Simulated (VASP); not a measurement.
# MoS2 (P6_3/mmc) in VASP: settings compared, part 2 of 2

VASP 6.6.1. The steps go on from the part before.

**3. Single point, r2SCAN**

Input file POSCAR:

```
MoS2
1.0
    3.1730194941      0.0000000000      0.0000000000
   -1.5865097470      2.7479154886      0.0000000000
    0.0000000000      0.0000000000     12.4359056939
Mo S
2 4
Direct
    0.3333333333      0.6666666667      0.2500000000
    0.6666666667      0.3333333333      0.7500000000
    0.3333333333      0.6666666667      0.6249005388
    0.6666666667      0.3333333333      0.1249005388
    0.3333333333      0.6666666667      0.8750994612
    0.6666666667      0.3333333333      0.3750994612
```

Input file INCAR.step1:

```
PREC = Accurate
ENCUT = 520
ISMEAR = 0
SIGMA = 0.01
LREAL = F
LASPH = T
NELM = 100
NBANDS = 35
GGA = PE
ALGO = Normal
EDIFF = 1E-4
LWAVE = T
LCHARG = F
```

Input file INCAR.step2:

```
PREC = Accurate
ENCUT = 520
EDIFF = 1E-6
ISMEAR = 0
SIGMA = 0.01
LREAL = F
LASPH = T
NELM = 100
ALGO = Normal
ISIF = 2
LWAVE = F
LCHARG = F
METAGGA = R2SCAN
LMIXTAU = T
NBANDS = 35
ISTART = 1
```

Input file KPOINTS:

```
regular mesh
0
Gamma
  9 9 2
```

Potentials or basis: VASP PAW PBE potentials, release 64 (Mo_sv, S).

Launch:

```bash
$ cat potpaw_PBE.64/Mo_sv/POTCAR potpaw_PBE.64/S/POTCAR > POTCAR
$ cp INCAR.step1 INCAR
$ mpirun -np 1 vasp_std > vasp.out
$ cp INCAR.step2 INCAR
$ mpirun -np 1 vasp_std > vasp.out
```

OUTCAR:

```text
PREC = Accurate
   ENCUT = 520
   EDIFF = 1E-6
   ISMEAR = 0
   LREAL = F
   LASPH = T
   NELM = 100
   ISIF = 2
   METAGGA = R2SCAN
   ISTART = 1

 ion  position               nearest neighbor table
   1  0.333  0.667  0.250-   4 2.40   6 2.40   4 2.40   6 2.40   4 2.40   6 2.40
   2  0.667  0.333  0.750-   3 2.40   5 2.40   3 2.40   5 2.40   3 2.40   5 2.40
   3  0.333  0.667  0.625-   2 2.40   2 2.40   2 2.40
   4  0.667  0.333  0.125-   1 2.40   1 2.40   1 2.40
   5  0.333  0.667  0.875-   2 2.40   2 2.40   2 2.40
   6  0.667  0.333  0.375-   1 2.40   1 2.40   1 2.40

  LATTYP: Found a hexagonal cell.
[... 1117 lines left out ...]
  -------------------------------------------------------------------------------------
  Total        0.8693326      0.8693326      0.7096561      0.0000000      0.0000000      0.0000000
  in kB       12.8452637     12.8452637     10.4858824      0.0000000      0.0000000      0.0000000
  external PRESSURE =      12.0588033 kB  Pullay stress =       0.0000000 kB

 VOLUME and BASIS-vectors are now :
 -----------------------------------------------------------------------------
  energy-cutoff  :      520.00
  volume of cell :      108.43
      direct lattice vectors                 reciprocal lattice vectors
     3.173019494  0.000000000  0.000000000     0.315157219  0.181956105  0.000000000
    -1.586509747  2.747915489  0.000000000     0.000000000  0.363912211  0.000000000
     0.000000000  0.000000000 12.435905694     0.000000000  0.000000000  0.080412318

 POSITION                                       TOTAL-FORCE (eV/Angst)
 -----------------------------------------------------------------------------------
     -0.00000      1.83194      3.10898         0.000000      0.000000      0.000000
      1.58651      0.91597      9.32693        -0.000000     -0.000000      0.000000
     -0.00000      1.83194      7.77120        -0.000000     -0.000000      0.050272
      1.58651      0.91597      1.55325         0.000000      0.000000      0.050272
     -0.00000      1.83194     10.88265        -0.000000     -0.000000     -0.050272
      1.58651      0.91597      4.66470         0.000000      0.000000     -0.050272
 -----------------------------------------------------------------------------------
    total drift:                                0.000000     -0.000000      0.000000

  FREE ENERGIE OF THE ION-ELECTRON SYSTEM (eV)
  ---------------------------------------------------
  free  energy   TOTEN  =       -90.0612174362 eV

  energy  without entropy=      -90.0612174362  energy(sigma->0) =      -90.06121744
```

OSZICAR.step1:

```text
N       E                     dE             d eps       ncg     rms          rms(c)
DAV:   1     0.443074041680E+03    0.44307E+03   -0.29345E+04  1840   0.141E+03
DAV:   2    -0.226326024509E+02   -0.46571E+03   -0.44934E+03  1995   0.367E+02
DAV:   3    -0.460905944019E+02   -0.23458E+02   -0.22671E+02  2050   0.740E+01
DAV:   4    -0.465811091490E+02   -0.49051E+00   -0.48930E+00  2012   0.105E+01
DAV:   5    -0.465898195092E+02   -0.87104E-02   -0.87093E-02  1990   0.147E+00    0.342E+01
DAV:   6    -0.444110082144E+02    0.21788E+01   -0.12557E+01  1836   0.226E+01    0.127E+01
DAV:   7    -0.439924604598E+02    0.41855E+00   -0.55021E+00  1807   0.146E+01    0.814E+00
DAV:   8    -0.436306708340E+02    0.36179E+00   -0.84747E-01  1844   0.620E+00    0.291E+00
DAV:   9    -0.436403132238E+02   -0.96424E-02   -0.99441E-02  1915   0.157E+00    0.128E+00
DAV:  10    -0.436325213861E+02    0.77918E-02   -0.32287E-02  1833   0.121E+00    0.413E-01
DAV:  11    -0.436326428696E+02   -0.12148E-03   -0.18421E-03  1847   0.229E-01    0.236E-01
DAV:  12    -0.436324564252E+02    0.18644E-03   -0.50770E-04  1675   0.132E-01    0.113E-01
DAV:  13    -0.436324558525E+02    0.57270E-06   -0.15647E-04   997   0.664E-02
   1 F= -.43632456E+02 E0= -.43632456E+02  d E =-.464723E-50
```

It used 570 s of CPU time on 1 thread of AMD EPYC 7R13 Processor (Zen 3), with other jobs on the host.

What came out:

```yaml
Free_energy: -90.0612 eV
Pressure: 1.2 GPa
Largest_force: 0.050 eV/Å
Band_gap_on_the_k_mesh: 1.10 eV, indirect (least direct gap 1.75 eV)
```

Forces on the atoms (eV/Å):
```
Mo   0.000  0.000  0.000
Mo   0.000  0.000  0.000
S    0.000  0.000  0.050
S    0.000  0.000  0.050
S    0.000  0.000 -0.050
S    0.000  0.000 -0.050
```

Stress tensor (GPa, compression positive):
```
1.28 0.00 0.00
0.00 1.28 0.00
0.00 0.00 1.05
```

Caveat: the PAW data sets were made with another functional, which shifts forces and pressure a little.

**4. Against experiment**

Step 2. Against the measured gap of MoS2, 1.3 eV (indirect; 300 K; “Multiwavelength excitation Raman Scattering Analysis of bulk and 2 dimensional MoS2: Vibrational properties of atomically thin MoS2 layers”, 2015, arxiv:1506.03228), the calculated 1.02 eV is off by -0.28 eV. Spin-orbit coupling on Mo is left out. The value is that of PBE on a finite k mesh, which can miss the band edges, without temperature or zero-point motion. Semilocal functionals fall short of measured gaps as a rule.

Step 3. Against the measured gap of MoS2, 1.3 eV (indirect; 300 K; “Multiwavelength excitation Raman Scattering Analysis of bulk and 2 dimensional MoS2: Vibrational properties of atomically thin MoS2 layers”, 2015, arxiv:1506.03228), the calculated 1.10 eV is off by -0.20 eV. Spin-orbit coupling on Mo is left out. The value is that of r2SCAN on a finite k mesh, which can miss the band edges, without temperature or zero-point motion.
